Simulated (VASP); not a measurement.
The system is Be.

```
Be
1.0
     2.28530    0.00000    0.00000
    -1.14265    1.97913    0.00000
     0.00000    0.00000    3.58420
Be
2
Direct
  0.33333 0.66667 0.25000
  0.66667 0.33333 0.75000
```

| Property | Result |
| --- | --- |
| Program | VASP 6.6.1 |
| Task | relaxation of cell and atoms |
| Functional | LDA |
| Potentials or basis | VASP PAW LDA potentials, release 64 (Be) |
| Cutoff | 600 eV |
| k mesh | 11 × 11 × 6 |
| Occupations | methfessel-paxton, width 0.1 eV |
| Spin | no spin polarisation |

At the start: pressure -8.0 GPa; volume 8.11 Å³/atom.

Question: How do energy, volume and symmetry change on relaxing?

Answer: Over 5 steps the energy falls by 14.0 meV/atom and the volume is 7.56 Å³/atom (-6.7 %); space group P6_3/mmc (No. 194, to 0.05 Å).

Step by step:
| step | energy change (eV) | largest force (eV/Å) | pressure (GPa) | volume (Å³) |
| --- | --- | --- | --- | --- |
| 1 | 0.0000 | 0.0000 | -7.96 | 16.21 |
| 2 | -0.0274 | 0.0000 | -1.18 | 15.28 |
| 3 | -0.0279 | 0.0000 | -0.01 | 15.15 |
| 4 | -0.0279 | 0.0000 | 0.17 | 15.13 |
| 5 | -0.0280 | 0.0000 | 0.15 | 15.13 |

Final structure:
```
Be
1.0
     2.22943    0.00000    0.00000
    -1.11471    1.93074    0.00000
     0.00000    0.00000    3.51383
Be
2
Direct
  0.33333 0.66667 0.25000
  0.66667 0.33333 0.75000
```
